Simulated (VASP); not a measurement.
Write the native input for VASP 6.6.1 that does the following.

```
Task                   : single point
Functional             : BLYP
Potentials or basis    : VASP PAW PBE potentials, release 64 (Os)
Cutoff                 : 520 eV
k mesh                 : 16 × 16 × 16
Occupations            : fermi-dirac, width 0.1 eV
Spin                   : no spin polarisation
Dipole correction      : no
Further INCAR settings : ALGO = Normal; EDIFF = 1e-06; NBANDS = 10
```

The structure of Os lies in POSCAR:

```
Os
1.0
   -1.5907039271      1.5907039271      1.5907039271
    1.5907039271     -1.5907039271      1.5907039271
    1.5907039271      1.5907039271     -1.5907039271
Os
1
Direct
    0.0000000000      0.0000000000      0.0000000000
```

This cell differs from its parent crystal: volume scaled by 1.04.

The input as run:

INCAR

```
SYSTEM = Os
PREC = Accurate
ENCUT = 520
EDIFF = 1E-6
ISMEAR = -1
SIGMA = 0.1
LREAL = .False.
LASPH = .True.
NELM = 80
ALGO = Normal
ISIF = 2
LWAVE = .False.
LCHARG = .False.
GGA = B5
ALDAX = 1.0
AGGAX = 1.0
AGGAC = 1.0
ALDAC = 0.0
NBANDS = 10
```

KPOINTS

```
regular mesh
0
Gamma
  16 16 16
  0 0 0
```

Potentials or basis: VASP PAW PBE potentials, release 64 (Os).

The run is started by

```bash
$ cat potpaw_PBE.64/Os/POTCAR > POTCAR
$ mpirun -np 1 vasp_std > vasp.out
```

It gave:

- Pressure: -8.7 GPa
- Band gap on the k mesh: zero (band 4 reaches 10.30 eV, above the bottom of band 5 at 6.61 eV)

Caveat: the PAW data sets were made with another functional, which shifts forces and pressure a little; spin-orbit coupling is left out, which moves the levels of the heavy elements.

It took 9.2 s on 1 thread of Intel(R) Xeon(R) 6975P-C (Granite Rapids), with other jobs on the host, peak memory 0.14 GiB.
